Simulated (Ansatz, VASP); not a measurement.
Two plane-wave programs on NaF

INCAR

```
SYSTEM = NaF
ALGO = Normal ; EDIFF = 1E-6
ENCUT = 520 ; GGA = PE
ISIF = 2 ; ISMEAR = 0
LASPH = .True. ; LCHARG = .False.
LREAL = .False. ; LWAVE = .False.
NBANDS = 14 ; NELM = 80
PREC = Accurate ; SIGMA = 0.05
```

KPOINTS

```
k-points
0
Gamma
  8 8 8
  0 0 0
```

The input POSCAR:

```
NaF
1.0
    0.0000000000      2.4394650000      2.3233000000
    2.4394650000      0.0000000000      2.3233000000
    2.4394650000      2.4394650000      0.0000000000
Na F
1 1
Direct
    0.0000000000      0.0000000000      0.0000000000
    0.5000000000      0.5000000000      0.5000000000
```

Input for Ansatz:

```yaml
crystal:
  lattice:
    - [0.0, 2.439465, 2.3233]
    - [2.439465, 0.0, 2.3233]
    - [2.439465, 2.439465, 0.0]
  atoms:
    - { symbol: Na, position: [0.0, 0.0, 0.0] }
    - { symbol: F, position: [0.5, 0.5, 0.5] }
basis:
  ecutwfc: 420
kpoints:
  mp_grid: { grid: [8, 8, 8] }
hamiltonian:
  xc: pbe
scf:
  occupations: { method: gaussian, width: 0.05 }
output:
  forces: true
  stress: true
  eigenvalues: true
  write_density: true
  write_potential: true
  elf: true
  volumetric_format: npy
```

Change from the starting cell: strain +0.050 along x and y, +0.000 along z, atoms carried along.

Alike in both runs: task single point; functional PBE; k mesh 8 × 8 × 8; occupations gaussian, width 0.05 eV; no spin polarisation.

|  | VASP | Ansatz |
| --- | --- | --- |
| version | VASP 6.6.1 | Ansatz 0.2.0 |
| potentials or method | VASP PAW PBE potentials, release 64 (Na_pv, F), cutoff 520 eV | scalar-relativistic, plane waves, PAW |
| valence electrons in the cell | 14 | 16 |

|  | VASP | Ansatz | Ansatz less VASP |
| --- | --- | --- | --- |
| gap on the k mesh at the Fermi level (eV) | 5.76 | 5.77 | +0.014 |
| least direct gap on the mesh (eV) | 5.76 | 5.77 | +0.014 |
| pressure (GPa) | -2.4 | -2.2 | +0.17 |
| traceless stress, the component that is largest in VASP (GPa) | 1.74 | 1.68 | -0.055 |

VASP's potentials hold 14 valence electrons a cell and Ansatz's 16, so a difference there can come from the potentials and not from the codes.
